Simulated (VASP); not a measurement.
EuCd2Sb2, 5 atoms in the cell. The structure is trigonal, space group P-3m1 (No. 164). The conventional cell has a = 4.625 Å, b = 4.625 Å, c = 7.254 Å, α = 90.00°, β = 90.00°, γ = 120.00°. Within 4.2 Å of Eu (site symmetry -3m) lie 6 Sb at 3.17 Å and 6 Cd at 3.75 Å. Within 3.8 Å of Cd (site symmetry 3m) lie 4 Sb at 2.82 to 2.91 Å and 3 Cd at 3.33 Å and 3 Eu at 3.75 Å. Sb (site symmetry 3m) has 4 Cd at 2.82 to 2.91 Å and 3 Eu at 3.17 Å within 3.7 Å. 

* Program: VASP 6.6.1
* Task: single point
* Functional: PBEsol
* Dispersion: D3(BJ)
* Potentials or basis: VASP PAW PBE potentials, release 64 (Eu, Cd, Sb)
* Cutoff: 520 eV
* k mesh: 7 × 7 × 4
* Occupations: methfessel-paxton, width 0.15 eV
* Spin: collinear spin, ferromagnetic start
* Starting moments: [9.1, 0.0, 0.0, 0.0, 0.0] μB
* Dipole correction: no
* Further INCAR settings: ALGO = Normal; EDIFF = 1e-07; NBANDS = 38

Potentials or basis: VASP PAW PBE potentials, release 64 (Eu, Cd, Sb).

Launch:

```bash
$ cat potpaw_PBE.64/Eu/POTCAR potpaw_PBE.64/Cd/POTCAR potpaw_PBE.64/Sb/POTCAR > POTCAR
$ mpirun -np 1 vasp_std > vasp.out
```

Hardware: 1 thread of Intel(R) Xeon(R) Platinum 8259CL CPU @ 2.50GHz (Skylake/Cascade Lake), with other jobs on the host.

Task: How long does it take, and how much memory?

Result: Run time: 9.4 min on 1 thread of Intel(R) Xeon(R) Platinum 8259CL CPU @ 2.50GHz (Skylake/Cascade Lake), on a shared host, peak memory 0.48 GiB. Counts: scf iterations 23, k points 28.
